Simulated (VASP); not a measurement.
Set up this calculation in VASP 6.6.1, as the native input.

| Quantity | Value |
| --- | --- |
| Task | single point |
| Functional | LDA |
| Potentials or basis | VASP PAW LDA potentials, release 64 (Cd, Pb_d, S) |
| Cutoff | 520 eV |
| k mesh | 6 × 6 × 4 |
| Occupations | fermi-dirac, width 0.02 eV |
| Spin | no spin polarisation |
| Dipole correction | no |
| Further INCAR settings | ALGO = Normal; EDIFF = 1e-06; NBANDS = 27 |

The structure of CdPbS2 lies in POSCAR:

```
CdPbS2
1.0
    3.9647420680      0.0000000000      0.0000000000
    0.0000000000      3.9647420680      0.0000000000
    0.0000000000      0.0000000000      5.6147998749
Cd Pb S
1 1 2
Direct
    0.0000000000      0.0000000000      0.0000000000
    0.5000000000      0.5000000000      0.5000000000
    0.0000000000      0.0000000000      0.5000000000
    0.5000000000      0.5000000000      0.0000000000
```

These files were run (other wordings do the same):

INCAR

```
SYSTEM = CdPbS2
  ALGO = Normal
  EDIFF = 1E-6
  ENCUT = 520
  ISIF = 2
  ISMEAR = -1
  LASPH = .True.
  LCHARG = .False.
  LREAL = .False.
  LWAVE = .False.
  NBANDS = 27
  NELM = 80
  PREC = Accurate
  SIGMA = 0.02
```

KPOINTS

```
k-points
0
Gamma
  6 6 4
  0 0 0
```

Potentials or basis: VASP PAW LDA potentials, release 64 (Cd, Pb_d, S).

Run with:

```bash
$ cat potpaw_LDA.64/Cd/POTCAR potpaw_LDA.64/Pb_d/POTCAR potpaw_LDA.64/S/POTCAR > POTCAR
$ mpirun -np 1 vasp_std > vasp.out
```

Results of the run:

- Pressure: 0.2 GPa
- Band gap on the k mesh: zero (bands 19 and 20 overlap by 1.87 eV)

Caveat: spin-orbit coupling is left out, which moves the levels of the heavy elements.

It took 72 s on 1 thread of Intel Xeon 8259CL, with other jobs on the host, peak memory 0.21 GiB.
